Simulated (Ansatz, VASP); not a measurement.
# TaN: VASP beside Ansatz

Contents of INCAR:

```
PREC     = Accurate       # precision mode
ENCUT    = 600            # plane-wave cutoff, eV
EDIFF    = 1E-6           # SCF threshold, eV
ISMEAR   = 0              # smearing method
SIGMA    = 0.15           # smearing width, eV
LREAL    = False          # projectors in reciprocal space
LASPH    = True           # aspherical terms in the spheres
NELM     = 120            # most SCF steps
ALGO     = Normal         # electronic algorithm
ISIF     = 2              # what is computed and relaxed
LWAVE    = False          # write WAVECAR
LCHARG   = True           # write CHGCAR
GGA      = PE             # functional
LELF     = True           # ELF
LVHAR    = True         
NBANDS   = 15             # bands
GGA_COMPAT= False
```

Contents of KPOINTS:

```
Automatic mesh
0
Gamma
  18 18 18
```

Contents of POSCAR:

```
TaN
1.0
    0.0000000000      2.0918400000      2.3533200000
    2.0918400000      0.0000000000      2.3533200000
    2.0918400000      2.0918400000      0.0000000000
Ta N
1 1
Direct
    0.5000000000      0.5000000000      0.5000000000
    0.0000000000      0.0000000000      0.0000000000
```

Input for Ansatz:

```yaml
crystal:
  lattice:
    - [0.0, 2.09184, 2.35332]
    - [2.09184, 0.0, 2.35332]
    - [2.09184, 2.09184, 0.0]
  atoms:
    - { symbol: Ta, position: [0.5, 0.5, 0.5] }
    - { symbol: "N", position: [0.0, 0.0, 0.0] }
basis:
  ecutwfc: 420
kpoints:
  mp_grid: { grid: [18, 18, 18] }
hamiltonian:
  xc: pbe
scf:
  occupations: { method: gaussian, width: 0.15 }
output:
  forces: true
  stress: true
  eigenvalues: true
```

Change from the starting cell: strain -0.040 along x and y, +0.080 along z, atoms carried along.

Alike in both runs: task single point; functional PBE; k mesh 18 × 18 × 18; occupations gaussian, width 0.15 eV; no spin polarisation.

```csv
,VASP,Ansatz
version,VASP 6.6.1,Ansatz 0.2.0
potentials or method,"VASP PAW PBE potentials, release 64 (Ta_pv, N), cutoff 600 eV","scalar-relativistic, plane waves, PAW"
valence electrons in the cell,16,18
```

Ansatz gave:

- gap on the k mesh at the Fermi level (eV): none
- pressure (GPa): 28.6
- traceless stress, the component that is largest in VASP (GPa): -36.11

**Question.** Which values does VASP return?

**Answer.** gap on the k mesh at the Fermi level (eV): none; pressure (GPa): 29.6; traceless stress, the component that is largest in VASP (GPa): -36.52.

A gap of «none» marks a metal or a gap that the smearing closes. Both programs put the cell under a high pressure, so it lies far from rest at this level. VASP's potentials hold 16 valence electrons a cell and Ansatz's 18, so a difference there can come from the potentials and not from the codes.

Spin-orbit coupling is off throughout.
